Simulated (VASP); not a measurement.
# ScAl (Pm-3m) in VASP: a series of runs, part 2 of 2

VASP 6.6.1.

## Step 3: Single point, LDA (18.57 Å³/atom)

This run uses another cell than the first one, of 18.57 Å³/atom.

File INCAR:

```
ALGO = Normal
EDIFF = 1E-6
ENCUT = 520
ISIF = 2
ISMEAR = -1
LASPH = True
LCHARG = True
LELF = True
LREAL = False
LVHAR = True
LWAVE = False
NBANDS = 14
NELM = 60
PREC = Accurate
SIGMA = 0.05
```

File KPOINTS:

```
k-points
0
Gamma
  10 10 10
```

File POSCAR:

```
ScAl
1.0
    3.3363027133      0.0000000000      0.0000000000
    0.0000000000      3.3363027133      0.0000000000
    0.0000000000      0.0000000000      3.3363027133
Sc Al
1 1
Direct
    0.5000000000      0.5000000000      0.5000000000
    0.0000000000      0.0000000000      0.0000000000
```

Potentials or basis: VASP PAW LDA potentials, release 64 (Sc_sv, Al).

The run is started by

```bash
$ cat potpaw_LDA.64/Sc_sv/POTCAR potpaw_LDA.64/Al/POTCAR > POTCAR
$ mpirun -np 1 vasp_std > vasp.out
```

OUTCAR:

```text
EDIFF = 1E-6
   ENCUT = 520
   ISIF = 2
   ISMEAR = -1
   LASPH = True
   LREAL = False
   NELM = 60
   PREC = Accurate

 ion  position               nearest neighbor table
   1  0.500  0.500  0.500-   2 2.89   2 2.89   2 2.89   2 2.89   2 2.89   2 2.89   2 2.89   2 2.89

   2  0.000  0.000  0.000-   1 2.89   1 2.89   1 2.89   1 2.89   1 2.89   1 2.89   1 2.89   1 2.89

  LATTYP: Found a simple cubic cell.
 ALAT       =     3.3363027133

  Lattice vectors:

 A1 = (   3.3363027133,   0.0000000000,   0.0000000000)
 A2 = (   0.0000000000,   3.3363027133,   0.0000000000)
 A3 = (   0.0000000000,   0.0000000000,   3.3363027133)

Analysis of symmetry for initial positions (statically):
=====================================================================
 Subroutine PRICEL returns:
 Original cell was already a primitive cell.

 Routine SETGRP: Setting up the symmetry group for a
 simple cubic supercell.

 Subroutine GETGRP returns: Found 48 space group operations
 (whereof 48 operations were pure point group operations)
 out of a pool of 48 trial point group operations.

The static configuration has the point symmetry O_h .

Analysis of symmetry for dynamics (positions and initial velocities):
=====================================================================
 Subroutine PRICEL returns:
 Original cell was already a primitive cell.

 Routine SETGRP: Setting up the symmetry group for a
 simple cubic supercell.

 Subroutine GETGRP returns: Found 48 space group operations
 (whereof 48 operations were pure point group operations)
 out of a pool of 48 trial point group operations.

The dynamic configuration has the point symmetry O_h .

 Subroutine INISYM returns: Found 48 space group operations
 (whereof 48 operations are pure point group operations),
 and found     1 'primitive' translations

----------------------------------------------------------------------------------------

                                     Primitive cell

  volume of cell :      37.1361

  direct lattice vectors                    reciprocal lattice vectors
     3.336302713  0.000000000  0.000000000     0.299732994  0.000000000  0.000000000
     0.000000000  3.336302713  0.000000000     0.000000000  0.299732994  0.000000000
     0.000000000  0.000000000  3.336302713     0.000000000  0.000000000  0.299732994

  length of vectors
     3.336302713  3.336302713  3.336302713     0.299732994  0.299732994  0.299732994

  position of ions in fractional coordinates (direct lattice)
     0.500000000  0.500000000  0.500000000
     0.000000000  0.000000000  0.000000000

  ion indices of the primitive-cell ions
   primitive index   ion index
                 1           1
                 2           2

----------------------------------------------------------------------------------------

 KPOINTS: k-points

Automatic generation of k-mesh.
 Grid dimensions read from file:
 generate k-points for:   10   10   10

 Generating k-lattice:

  Cartesian coordinates                     Fractional coordinates (reciprocal lattice)
     0.029973299  0.000000000  0.000000000     0.100000000  0.000000000  0.000000000
     0.000000000  0.029973299  0.000000000     0.000000000  0.100000000  0.000000000
     0.000000000  0.000000000  0.029973299     0.000000000  0.000000000  0.100000000

  Length of vectors
     0.029973299  0.029973299  0.029973299

  Shift w.r.t. Gamma in fractional coordinates (k-lattice)
     0.000000000  0.000000000  0.000000000

 Subroutine IBZKPT returns following result:
 ===========================================

 Found     56 irreducible k-points:

 Following reciprocal coordinates:
            Coordinates               Weight
  0.000000  0.000000  0.000000      1.000000
  0.100000  0.000000  0.000000      6.000000
  0.200000  0.000000  0.000000      6.000000
  0.300000  0.000000  0.000000      6.000000
  0.400000  0.000000  0.000000      6.000000
  0.500000  0.000000  0.000000      3.000000
[... 16 lines left out ...]
  0.200000  0.100000  0.100000     24.000000
  0.300000  0.100000  0.100000     24.000000
 [... further k-points ...]
   k-points           NKPTS =     56   k-points in BZ     NKDIM =     56   number of bands    NBANDS=     14
   number of dos      NEDOS =    301   number of ions     NIONS =      2
   total plane-waves  NPLWV =  21952
   dimension x,y,z NGX =    28 NGY =   28 NGZ =   28
   dimension x,y,z NGXF=    56 NGYF=   56 NGZF=   56
   ions per type =               1   1
   NGX,Y,Z   is equivalent  to a cutoff of  13.95, 13.95, 13.95 a.u.
   NGXF,Y,Z  is equivalent  to a cutoff of  27.90, 27.90, 27.90 a.u.
 SYSTEM =  unknown system
   PREC   = accura    normal or accurate (medium, high low for compatibility)
   ISTART =      0    job   : 0-new  1-cont  2-samecut
   ICHARG =      2    charge: 1-file 2-atom 10-const
   ISPIN  =      1    spin polarized calculation?
   LNONCOLLINEAR =      F non collinear calculations
   LSORBIT =      F    spin-orbit coupling
   LASPH  =      T    aspherical Exc in radial PAW
   ENCUT  =  520.0 eV  38.22 Ry    6.18 a.u.   6.20  6.20  6.20*2*pi/ulx,y,z
   NELM   =     60;   NELMIN=  2; NELMDL= -5     # of ELM steps
   EDIFF  = 0.1E-05   stopping-criterion for ELM
   LREAL  =      F    real-space projection
   EDIFFG = 0.1E-04   stopping-criterion for IOM
   NSW    =      0    number of steps for IOM
   IBRION =     -1    ionic relax: 0-MD 1-quasi-New 2-CG
   NFREE  =      0    steps in history (QN), initial steepest desc. (CG)
   ISIF   =      2    stress and relaxation
   ISYM   =      2    0-nonsym 1-usesym 2-fastsym
   POTIM  = 0.5000    time-step for ionic-motion
   TEBEG  =    0.0;   TEEND  =   0.0 temperature during run
   PSTRESS=    0.0 pullay stress
   NELECT =      14.0000    total number of electrons
   NUPDOWN=      -1.0000    fix difference up-down
   EMIN   =  10.00;   EMAX   =-10.00  energy-range for DOS
   EFERMI =   0.00;   METHOD = LEGACY
   ISMEAR =    -1;   SIGMA  =   0.05  broadening in eV -4-tet -1-fermi 0-gaus
   EFERMI_NEDOS =   21; number of points for ismear=-14 and -15
   IALGO  =     38    algorithm
   IMIX   =      4    mixing-type and parameters
     AMIX     =   0.40;   BMIX     =  1.00
     AMIX_MAG =   1.60;   BMIX_MAG =  1.00
  volume/ion in A,a.u.               =      18.57       125.30
  Fermi-wavevector in a.u.,A,eV,Ry     =   1.182639  2.234863 19.029573  1.398634
  Thomas-Fermi vector in A             =   2.318889
   LORBIT       =      0    0 simple, 1 ext, 2 COOP (PROOUT), +10 PAW based schemes
   GGA     = CA    functional components
   LHFCALC =     F    Hartree Fock is set to
   AEXX    =    0.0000 exact exchange contribution
   IVDW    =     0    specifies the selected vdW correction
   LEPSILON=     F    determine dielectric tensor
   LRPA    =     F    only Hartree local field effects (RPA)
 non-spin polarized calculation
  energy-cutoff  :      520.00
  volume of cell :       37.14
 maximum number of plane-waves:      1021
 NGX is ok and might be reduce to    28
   NGX = 13   NGY = 13   NGZ = 13

 number of electron      14.0000002 magnetization

 Free energy of the ion-electron system (eV)
  ---------------------------------------------------
  ext. energy  EPLUGINS =         0.00000000
  ---------------------------------------------------
  free energy    TOTEN  =       -11.88805732 eV

  energy without entropy =      -11.88157025  energy(sigma->0) =      -11.88481378

 E-fermi :   6.0801     XC(G=0): -10.6585

 val. band max:        6.0703719992   @ k =   0.5000   0.5000   0.2000
 cond. band min:       6.1096642165   @ k =   0.4000   0.4000   0.0000
 fundamental gap:      0.0392922173
 Fermi energy:         6.0800786768

 k-point     1 :       0.0000    0.0000    0.0000
  band No.  band energies     occupation
      1     -42.6918      2.00000
      2     -21.6175      2.00000
      3     -21.6175      2.00000
      4     -21.6175      2.00000
      5      -2.4579      2.00000
      6       5.3429      2.00000
      7       5.3429      2.00000
      8       8.8072      0.00000
      9       8.8072      0.00000
     10       8.8072      0.00000
     11       9.9352      0.00000
     12       9.9352      0.00000
     13       9.9352      0.00000
     14      14.9018      0.00000
[... 375 lines left out ...]
 k-point    24 :       0.3000    0.1000    0.1000
  band No.  band energies     occupation
      1     -42.6767      2.00000
      2     -21.7492      2.00000
      3     -21.6237      2.00000
      4     -21.6216      2.00000
      5      -0.9421      2.00000
      6       3.7675      2.00000
      7       5.7408      1.99774
      8       7.0787      0.00000
      9       7.0874      0.00000
     10       8.5029      0.00000
     11       9.5974      0.00000
     12      11.8384      0.00000
     13      11.9934      0.00000
     14      14.2000      0.00000

 [... further k-points ...]
[... 5 lines left out ...]
  --------------------------------------------------------------------------------------
  -------------------------------------------------------------------------------------
  Total       -0.4592957     -0.4592957     -0.4592957      0.0000000     -0.0000000     -0.0000000
  in kB      -19.8155719    -19.8155719    -19.8155719      0.0000000     -0.0000000     -0.0000000
  external PRESSURE =     -19.8155719 kB  Pullay stress =       0.0000000 kB

 VOLUME and BASIS-vectors are now :
 -----------------------------------------------------------------------------
  energy-cutoff  :      520.00
  volume of cell :       37.14
      direct lattice vectors                 reciprocal lattice vectors
     3.336302713  0.000000000  0.000000000     0.299732994  0.000000000  0.000000000
     0.000000000  3.336302713  0.000000000     0.000000000  0.299732994  0.000000000
     0.000000000  0.000000000  3.336302713     0.000000000  0.000000000  0.299732994

 POSITION                                       TOTAL-FORCE (eV/Angst)
 -----------------------------------------------------------------------------------
      1.66815      1.66815      1.66815         0.000000      0.000000      0.000000
      0.00000      0.00000      0.00000         0.000000      0.000000      0.000000
 -----------------------------------------------------------------------------------
    total drift:                                0.000000      0.000000      0.000000

  FREE ENERGIE OF THE ION-ELECTRON SYSTEM (eV)
  ---------------------------------------------------
  free  energy   TOTEN  =       -11.8880573188 eV

  energy  without entropy=      -11.8815702481  energy(sigma->0) =      -11.88481378
```

OSZICAR:

```text
N       E                     dE             d eps       ncg     rms          rms(c)
DAV:   1     0.115171103163E+03    0.11517E+03   -0.66308E+03  1632   0.947E+02
DAV:   2    -0.974859958345E+01   -0.12492E+03   -0.12111E+03  1608   0.314E+02
DAV:   3    -0.129424549046E+02   -0.31939E+01   -0.31360E+01  2436   0.633E+01
DAV:   4    -0.129995865718E+02   -0.57132E-01   -0.57080E-01  1966   0.680E+00
DAV:   5    -0.130015133054E+02   -0.19267E-02   -0.19266E-02  2252   0.110E+00    0.764E+00
DAV:   6    -0.119476266169E+02    0.10539E+01   -0.18208E+00  2416   0.208E+01    0.214E+00
DAV:   7    -0.119038619023E+02    0.43765E-01   -0.75248E-02  2592   0.253E+00    0.995E-01
DAV:   8    -0.118883585323E+02    0.15503E-01   -0.14165E-02  1988   0.121E+00    0.203E-01
DAV:   9    -0.118880783421E+02    0.28019E-03   -0.81204E-04  2478   0.499E-01    0.923E-02
DAV:  10    -0.118880595062E+02    0.18836E-04   -0.91558E-05  2450   0.131E-01    0.242E-02
DAV:  11    -0.118880585201E+02    0.98619E-06   -0.10920E-05  2450   0.568E-02    0.994E-03
DAV:  12    -0.118880573142E+02    0.12059E-05   -0.28900E-06  2244   0.307E-02    0.166E-03
DAV:  13    -0.118880573188E+02   -0.45895E-08   -0.63819E-08   940   0.198E-03
   1 F= -.11888057E+02 E0= -.11884814E+02  d E =-.648707E-02
```

Run time: 22 s. Hardware: 1 thread of Intel Xeon Platinum 8375C at 2.90GHz (Ice Lake), shared host; peak memory 0.16 GiB.

Results:

```
Free energy            : -11.8881 eV
Pressure               : -2.0 GPa
Band gap on the k mesh : zero (bands 7 and 8 overlap by 1.12 eV)
```

Levels at points of the mesh, in eV from the Fermi level:
```
           k point  band 5  band 6  band 7  band 8  band 9  band 10
(0.00, 0.00, 0.00)   -8.54   -0.74   -0.74    2.73    2.73     2.73
(0.50, 0.00, 0.00)   -5.67   -4.58    0.22    0.75    0.75     2.97
(0.50, 0.50, 0.00)   -4.79   -1.80   -1.80   -0.85    1.51     1.51
(0.50, 0.50, 0.50)   -2.62   -2.62   -2.62   -0.40    3.06     3.06
```

## Step 4: Single point, LDA

This run uses another cell than the first one, of 19.14 Å³/atom.

File INCAR:

```
ALGO = Normal
EDIFF = 1E-6
ENCUT = 520
ISIF = 2
ISMEAR = -1
LASPH = T
LCHARG = F
LREAL = F
LWAVE = F
NBANDS = 14
NELM = 100
PREC = Accurate
SIGMA = 0.05
```

KPOINTS is that of step 3.

File POSCAR:

```
ScAl
1.0
    3.3703489700      0.0000000000      0.0000000000
    0.0000000000      3.3703489700      0.0000000000
    0.0000000000      0.0000000000      3.3703489700
Sc Al
1 1
Direct
    0.5000000000      0.5000000000      0.5000000000
    0.0000000000      0.0000000000      0.0000000000
```

The run is started by

```bash
$ cat potpaw_LDA.64/Sc_sv/POTCAR potpaw_LDA.64/Al/POTCAR > POTCAR
$ mpirun -np 1 vasp_std > vasp.out
```

Wall time 20 s (1 thread of Intel Xeon Platinum 8375C at 2.90GHz (Ice Lake), shared host); peak memory 0.16 GiB.

It converged, with:

- Free energy: -11.8658 eV
- Pressure: -4.3 GPa
- Band gap on the k mesh: zero (bands 7 and 8 overlap by 1.11 eV)

Levels at points of the mesh, in eV from the Fermi level:
```
           k point  band 3  band 4  band 5  band 6  band 7  band 8  band 9  band 10  band 11  band 12
(0.00, 0.00, 0.00)  -27.79  -27.79   -8.43   -0.69   -0.69    2.63    2.63     2.63     3.72     3.72
(0.50, 0.00, 0.00)  -27.77  -27.77   -5.65   -4.52    0.22    0.72    0.72     2.86     3.74     6.11
(0.50, 0.50, 0.00)  -27.94  -27.75   -4.73   -1.80   -1.80   -0.84    1.47     1.47     3.62     4.80
(0.50, 0.50, 0.50)  -27.92  -27.92   -2.55   -2.55   -2.55   -0.54    2.96     2.96     2.96     3.69
```

Caveat: the cell stands under tension.

## Step 5: Single point, LDA (19.72 Å³/atom)

This run uses another cell than the first one, of 19.72 Å³/atom.

File INCAR:

```
PREC = Accurate ; ENCUT = 520
EDIFF = 1E-7 ; ISMEAR = -1
SIGMA = 0.05 ; LREAL = False
LASPH = True ; NELM = 100
ALGO = Normal ; ISIF = 2
LWAVE = False ; LCHARG = False
NBANDS = 14
```

File KPOINTS:

```
Automatic mesh
0
Gamma
  10 10 10
```

File POSCAR:

```
ScAl
1.0
    3.4037209321      0.0000000000      0.0000000000
    0.0000000000      3.4037209321      0.0000000000
    0.0000000000      0.0000000000      3.4037209321
Sc Al
1 1
Direct
    0.5000000000      0.5000000000      0.5000000000
    0.0000000000      0.0000000000      0.0000000000
```

The run is started by

```bash
$ cat potpaw_LDA.64/Sc_sv/POTCAR potpaw_LDA.64/Al/POTCAR > POTCAR
$ mpirun -np 1 vasp_std > vasp.out
```

Run time: 21 s. Hardware: 1 thread of Intel Xeon Platinum 8375C at 2.90GHz (Ice Lake), shared host; peak memory 0.16 GiB.

It converged, with:

| Item | Value |
| --- | --- |
| Free energy | -11.8286 eV |
| Pressure | -6.1 GPa |
| Band gap on the k mesh | zero (bands 7 and 8 overlap by 1.10 eV) |

Levels at points of the mesh, in eV from the Fermi level:
```
           k point  band 4  band 5  band 6  band 7  band 8  band 9  band 10  band 11
(0.00, 0.00, 0.00)  -27.87   -8.31   -0.64   -0.64    2.55    2.55     2.55     3.60
(0.50, 0.00, 0.00)  -27.86   -5.61   -4.44    0.23    0.70    0.70     2.76     3.60
(0.50, 0.50, 0.00)  -27.84   -4.66   -1.79   -1.79   -0.83    1.44     1.44     3.49
(0.50, 0.50, 0.50)  -27.99   -2.47   -2.47   -2.47   -0.67    2.88     2.88     2.88
```

Caveat: the cell stands under tension.

## Step 6: Overview

| cell | gap on the mesh (eV) | pressure (GPa) |
| --- | --- | --- |
| a = 3.302 Å, 2 atoms | none | 0.6 |
| a = 3.336 Å, 2 atoms | none | -2.0 |
| a = 3.370 Å, 2 atoms | none | -4.3 |
| a = 3.404 Å, 2 atoms | none | -6.1 |

Alike in all rows: task single point; level LDA; potentials or basis VASP PAW LDA potentials, release 64 (Sc_sv, Al); no spin polarisation; k mesh 10 × 10 × 10; cutoff (eV) 520; smearing fermi-dirac 0.05 eV.

Caveats: the cell stands under tension (at least some runs).

Absolute energies hang on the potentials; compare differences alone.

The gap in the log of VASP goes by the Fermi energy; the results here count the filled bands.